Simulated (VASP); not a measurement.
CdS (Hawleyite):

```
Cd S
1.0
     0.00000    2.87708    2.87708
     2.87708    0.00000    2.87708
     2.87708    2.87708    0.00000
Cd S
1 1
Direct
  0.00000 0.00000 0.00000
  0.75000 0.75000 0.75000
```

This cell differs from its parent crystal: volume scaled by 0.96.

Program: VASP 6.6.1. Alike in all runs: task single point; no spin polarisation; cell as given; k mesh 8 × 8 × 8; cutoff (eV) 520; smearing fermi-dirac 0.05 eV.

Q: Order these runs on this cell by their band gap on the k mesh, lowest first.
A. level RPBE; potentials or basis VASP PAW PBE potentials, release 64 (Cd, S)
B. level LDA; potentials or basis VASP PAW LDA potentials, release 64 (Cd, S)
C. level BLYP+D4; potentials or basis VASP PAW PBE potentials, release 64 (Cd, S)
D. level r2SCAN; potentials or basis VASP PAW PBE potentials, release 64 (Cd, S)

A: B (0.98 eV), C (1.22 eV), A (1.42 eV), D (1.69 eV).
